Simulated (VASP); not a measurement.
Runs of VASP 6.6.1 on RbBr. The structure is hexagonal, space group P6_3/mmc (No. 194). The conventional cell has a = 5.890 Å, b = 5.890 Å, c = 6.870 Å, α = 90.00°, β = 90.00°, γ = 120.00°. Rb (site symmetry -6m2) has 5 Br at 3.40 to 3.44 Å within 4.5 Å. Within 4.5 Å of Br (site symmetry -6m2) lie 5 Rb at 3.40 to 3.44 Å. 

```csv
level,spin,k mesh,gap on the mesh (eV),pressure (GPa)
r2SCAN,off,6 × 6 × 4,4.65,0.0
PBE,off,6 × 6 × 4,(a),0.3
PBEsol,off,3 × 3 × 2,4.07,(b)
PBE,"non-collinear, zero start, SOC",6 × 6 × 2,-,0.3
```

Alike in all rows: task single point; potentials or basis VASP PAW PBE potentials, release 64 (Rb_sv, Br); cell as given; cutoff (eV) 520; smearing gaussian 0.01 eV.

Estimate the missing entries.

(a) 4.06; (b) -0.3.

Caveats: some runs use coarse meshes; the structure was generated, so it needn't be the stable form of RbBr; the PAW data sets were made with another functional, which shifts forces and pressure a little (at least some runs).

A k mesh can miss the band edges, and rows without SOC leave out spin-orbit coupling on Br, Rb.
